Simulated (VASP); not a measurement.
# Na (Im-3m) in VASP: further runs, part 2 of 2

VASP 6.6.1. The steps go on from the part before.

## 3. Single point, LDA

This run uses another cell than the first one, of 33.43 Å³/atom, 1.004 times its volume.

File INCAR:

```
PREC = Accurate
ENCUT = 520
EDIFF = 1E-6
ISMEAR = -1
SIGMA = 0.15
LREAL = False
LASPH = True
NELM = 100
ALGO = Fast
ISIF = 2
LWAVE = False
LCHARG = False
GGA = CA
NBANDS = 10
```

File KPOINTS:

```
Automatic mesh
0
Gamma
  20 20 20
```

File POSCAR:

```
Na
1.0
   -2.0294504078      2.0294504078      2.0294504078
    2.0294504078     -2.0294504078      2.0294504078
    2.0294504078      2.0294504078     -2.0294504078
Na
1
Direct
    0.0000000000      0.0000000000      0.0000000000
```

Potentials or basis: VASP PAW LDA potentials, release 64 (Na_pv).

Command:

```sh
cat potpaw_LDA.64/Na_pv/POTCAR > POTCAR
mpirun -np 1 vasp_std > vasp.out
```

OUTCAR:

```text
PREC = Accurate
   ENCUT = 520
   EDIFF = 1E-6
   ISMEAR = -1
   LREAL = False
   LASPH = True
   NELM = 100
   ISIF = 2
   GGA = CA

 ion  position               nearest neighbor table
   1  0.000  0.000  0.000-

  LATTYP: Found a body centered cubic cell.
 ALAT       =     4.0589008156

  Lattice vectors:

 A1 = (  -2.0294504078,   2.0294504078,   2.0294504078)
 A2 = (   2.0294504078,  -2.0294504078,   2.0294504078)
 A3 = (   2.0294504078,   2.0294504078,  -2.0294504078)

Analysis of symmetry for initial positions (statically):
=====================================================================
 Subroutine PRICEL returns:
 Original cell was already a primitive cell.

 Routine SETGRP: Setting up the symmetry group for a
 body centered cubic supercell.

 Subroutine GETGRP returns: Found 48 space group operations
 (whereof 48 operations were pure point group operations)
 out of a pool of 48 trial point group operations.

The static configuration has the point symmetry O_h .

Analysis of symmetry for dynamics (positions and initial velocities):
=====================================================================
 Subroutine PRICEL returns:
 Original cell was already a primitive cell.

 Routine SETGRP: Setting up the symmetry group for a
 body centered cubic supercell.

 Subroutine GETGRP returns: Found 48 space group operations
 (whereof 48 operations were pure point group operations)
 out of a pool of 48 trial point group operations.

The dynamic configuration has the point symmetry O_h .

 Subroutine INISYM returns: Found 48 space group operations
 (whereof 48 operations are pure point group operations),
 and found     1 'primitive' translations

----------------------------------------------------------------------------------------

                                     Primitive cell

  volume of cell :      33.4345
[... 104 lines left out ...]
   IALGO  =     68    algorithm
   IMIX   =      4    mixing-type and parameters
     AMIX     =   0.40;   BMIX     =  1.00
     AMIX_MAG =   1.60;   BMIX_MAG =  1.00
  volume/ion in A,a.u.               =      33.43       225.63
  Fermi-wavevector in a.u.,A,eV,Ry     =   0.972096  1.836995 12.857101  0.944970
  Thomas-Fermi vector in A             =   2.102367
   LORBIT       =      0    0 simple, 1 ext, 2 COOP (PROOUT), +10 PAW based schemes
   GGA     = CA    functional components
   LHFCALC =     F    Hartree Fock is set to
   AEXX    =    0.0000 exact exchange contribution
   IVDW    =     0    specifies the selected vdW correction
   LEPSILON=     F    determine dielectric tensor
   LRPA    =     F    only Hartree local field effects (RPA)
 non-spin polarized calculation
 RMM-DIIS sequential band-by-band and
  energy-cutoff  :      520.00
  volume of cell :       33.43
 maximum number of plane-waves:       935
 NGX is ok and might be reduce to    28
   NGX = 13   NGY = 13   NGZ = 13

 number of electron       7.0000010 magnetization

 Free energy of the ion-electron system (eV)
  ---------------------------------------------------
  ext. energy  EPLUGINS =         0.00000000
  ---------------------------------------------------
  free energy    TOTEN  =        -1.47087264 eV

  energy without entropy =       -1.43796812  energy(sigma->0) =       -1.45442038

 E-fermi :   0.4629     XC(G=0):  -7.0242

 val. band max:        0.4302761976   @ k =  -0.3000   0.4000   0.2000
 cond. band min:       0.4702390183   @ k =   0.3500   0.1000   0.0500
 fundamental gap:      0.0399628208
 Fermi energy:         0.4629397954

 k-point     1 :       0.0000    0.0000    0.0000
  band No.  band energies     occupation
      1     -24.4004      2.00000
      2     -24.4004      2.00000
      3     -24.4004      2.00000
      4      -3.0438      2.00000
      5      12.7752      0.00000
      6      12.7752      0.00000
      7      12.7752      0.00000
      8      13.9465      0.00000
      9      13.9466      0.00000
     10      14.6530      0.00000
[... 287 lines left out ...]
 k-point    24 :       0.2500    0.1000   -0.0000
  band No.  band energies     occupation
      1     -24.4355      2.00000
      2     -24.4121      2.00000
      3     -24.4022      2.00000
      4      -1.2289      1.99997
      5       5.7335      0.00000
      6       8.2778      0.00000
      7      10.2722      0.00000
      8      11.7995      0.00000
      9      13.5417      0.00000
     10      14.8762      0.00000

 [... further k-points ...]
[... 5 lines left out ...]
  --------------------------------------------------------------------------------------
  -------------------------------------------------------------------------------------
  Total       -0.0420630     -0.0420630     -0.0420630      0.0000000      0.0000000      0.0000000
  in kB       -2.0156495     -2.0156495     -2.0156495      0.0000000      0.0000000      0.0000000
  external PRESSURE =      -2.0156495 kB  Pullay stress =       0.0000000 kB

 VOLUME and BASIS-vectors are now :
 -----------------------------------------------------------------------------
  energy-cutoff  :      520.00
  volume of cell :       33.43
      direct lattice vectors                 reciprocal lattice vectors
    -2.029450408  2.029450408  2.029450408     0.000000000  0.246372120  0.246372120
     2.029450408 -2.029450408  2.029450408     0.246372120  0.000000000  0.246372120
     2.029450408  2.029450408 -2.029450408     0.246372120  0.246372120  0.000000000

 POSITION                                       TOTAL-FORCE (eV/Angst)
 -----------------------------------------------------------------------------------
      0.00000      0.00000      0.00000         0.000000      0.000000     -0.000000
 -----------------------------------------------------------------------------------
    total drift:                                0.000000      0.000000      0.000000

  FREE ENERGIE OF THE ION-ELECTRON SYSTEM (eV)
  ---------------------------------------------------
  free  energy   TOTEN  =        -1.4708726426 eV

  energy  without entropy=       -1.4379681245  energy(sigma->0) =       -1.45442038
```

OSZICAR:

```text
N       E                     dE             d eps       ncg     rms          rms(c)
DAV:   1     0.282094277258E+02    0.28209E+02   -0.38004E+03  5128   0.594E+02
DAV:   2    -0.909231892588E+00   -0.29119E+02   -0.28977E+02  5336   0.151E+02
DAV:   3    -0.146891248067E+01   -0.55968E+00   -0.55929E+00  6254   0.227E+01
DAV:   4    -0.147298115093E+01   -0.40687E-02   -0.40684E-02  6126   0.188E+00
DAV:   5    -0.147303386805E+01   -0.52717E-04   -0.52717E-04  5846   0.207E-01    0.209E-01
RMM:   6    -0.147166196348E+01    0.13719E-02   -0.38971E-04  6880   0.225E-01    0.135E-01
RMM:   7    -0.147087576137E+01    0.78620E-03   -0.53578E-04  7032   0.211E-01    0.220E-02
RMM:   8    -0.147086833315E+01    0.74282E-05   -0.15616E-04  6884   0.212E-01    0.336E-03
RMM:   9    -0.147087181052E+01   -0.34774E-05   -0.31613E-05  7857   0.628E-02    0.275E-03
RMM:  10    -0.147087264262E+01   -0.83210E-06   -0.83381E-06  7136   0.490E-02
   1 F= -.14708726E+01 E0= -.14544204E+01  d E =-.329045E-01
```

stdout:

```text
POSCAR found type information on POSCAR Na
 POSCAR found :  1 types and       1 ions
 scaLAPACK will be used
 LDA part: xc-table for (Slater(with rela. corr.)+CA(PZ))
 , standard interpolation
 POSCAR, INCAR and KPOINTS ok, starting setup
 FFT: planning ... GRIDC
 FFT: planning ... GRID_SOFT
 FFT: planning ... GRID
 WAVECAR not read
 entering main loop
WARNING in EDDRMM: call to ZHEGV failed, returncode =   8  4     10
WARNING in EDDRMM: call to ZHEGV failed, returncode =   8  4      9
WARNING in EDDRMM: call to ZHEGV failed, returncode =   8  4      9
```

Wall time 70 s (1 thread of Oxide Virtual Turin-like, shared host); peak memory 0.15 GiB.

Results:

```
Free energy : -1.4709 eV
Pressure    : -0.2 GPa
```
